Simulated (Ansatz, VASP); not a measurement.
## One calculation of HfN, two programs

Contents of INCAR:

```
  PREC = Accurate
  ENCUT = 520
  EDIFF = 1E-8
  ISMEAR = -1
  SIGMA = 0.03
  LREAL = False
  LASPH = True
  NELM = 80
  ALGO = Normal
  ISIF = 2
  LWAVE = False
  LCHARG = False
  GGA = PE
  LEFG = True
  NBANDS = 14
```

Contents of KPOINTS:

```
regular mesh
0
Gamma
  10 10 10
```

File POSCAR:

```
HfN
1.0
   -0.0225900000      2.2477050000      2.2477050000
    2.2477050000     -0.0225900000      2.2477050000
    2.2477050000      2.2477050000     -0.0225900000
Hf N
1 1
Direct
    0.0000000000      0.0000000000      0.0000000000
    0.5000000000      0.5000000000      0.5000000000
```

Input for Ansatz:

```yaml
crystal:
  lattice:
    - [-0.02259, 2.247705, 2.247705]
    - [2.247705, -0.02259, 2.247705]
    - [2.247705, 2.247705, -0.02259]
  atoms:
    - { symbol: Hf, position: [0.0, 0.0, 0.0] }
    - { symbol: "N", position: [0.5, 0.5, 0.5] }
kpoints:
  mp_grid: { grid: [10, 10, 10] }
scf:
  occupations: { method: fermi_dirac, width: 0.03 }
hamiltonian:
  xc: pbe
  pseudopotentials: { kind: all_electron, datasets: crystal }
output:
  forces: true
  stress: true
  eigenvalues: true
  efg: { contact_densities: true }
```

Change from the starting cell: equal xy, yz and zx shear strains of -1 %, crystal datasets.

Alike in both runs: task electric field gradients; functional PBE; k mesh 10 × 10 × 10; occupations fermi-dirac, width 0.03 eV; no spin polarisation.

|  | VASP | Ansatz |
| --- | --- | --- |
| version | VASP 6.6.1 | Ansatz 0.2.0 |
| potentials or method | VASP PAW PBE potentials, release 64 (Hf_pv, N), cutoff 520 eV | all-electron PAW with datasets made for the crystal, scalar-relativistic |

```tsv
	VASP	Ansatz	Ansatz less VASP
pressure (GPa)	3.1	5.5	+2.45
traceless stress, the component that is largest in VASP (GPa)	0.91	0.89	-0.016
size of Vzz on the site where it differs most (V/Å²)	8.5	9.6	+1.07
```

Ansatz ran all-electron here, and VASP with PAW potentials.

Spin-orbit coupling is off throughout.
